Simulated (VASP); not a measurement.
Write the native input for VASP 6.6.1 that does the following.

```
Task                   : dielectric tensor
Functional             : r2SCAN
Potentials or basis    : VASP PAW PBE potentials, release 64 (Ba_sv, S)
Cutoff                 : 520 eV
k mesh                 : 6 × 6 × 6
Occupations            : gaussian, width 0.01 eV
Spin                   : no spin polarisation
Dipole correction      : no
Further INCAR settings : ALGO = Normal; EDIFF = 1e-08
```

The structure of BaS lies in POSCAR:

```
BaS
1.0
    0.0000000000      3.2117958750      3.2117958750
    3.2117958750      0.0000000000      3.2117958750
    3.2117958750      3.2117958750      0.0000000000
Ba S
1 1
Direct
    0.0000000000      0.0000000000      0.0000000000
    0.5000000000      0.5000000000      0.5000000000
```

These files were run (other wordings do the same):

INCAR

```
SYSTEM = BaS
ALGO = Normal ; EDIFF = 1E-8
ENCUT = 520 ; ISIF = 2
ISMEAR = 0 ; LASPH = .TRUE.
LCALCEPS = .TRUE. ; LCHARG = .FALSE.
LMIXTAU = .TRUE. ; LREAL = .FALSE.
LWAVE = .FALSE. ; METAGGA = R2SCAN
NELM = 60 ; PREC = Accurate
SIGMA = 0.01
```

KPOINTS

```
k-points
0
G
  6 6 6
  0 0 0
```

Potentials or basis: VASP PAW PBE potentials, release 64 (Ba_sv, S).

Run with:

```console
$ cat potpaw_PBE.64/Ba_sv/POTCAR potpaw_PBE.64/S/POTCAR > POTCAR
$ mpirun -np 1 vasp_std > vasp.out
```

Results of the run:

```
Band gap on the k mesh                  : 2.49 eV (least direct gap 2.63 eV)
Electronic dielectric tensor (diagonal) : 4.44
Born charges (mean of the diagonal)     : Ba +2.55; S -2.55 e
```

Caveat: spin-orbit coupling is left out, which moves the levels of the heavy elements.

It took 23 min on 1 thread of Intel(R) Xeon(R) 6975P-C (Granite Rapids), with other jobs on the host, peak memory 0.43 GiB.
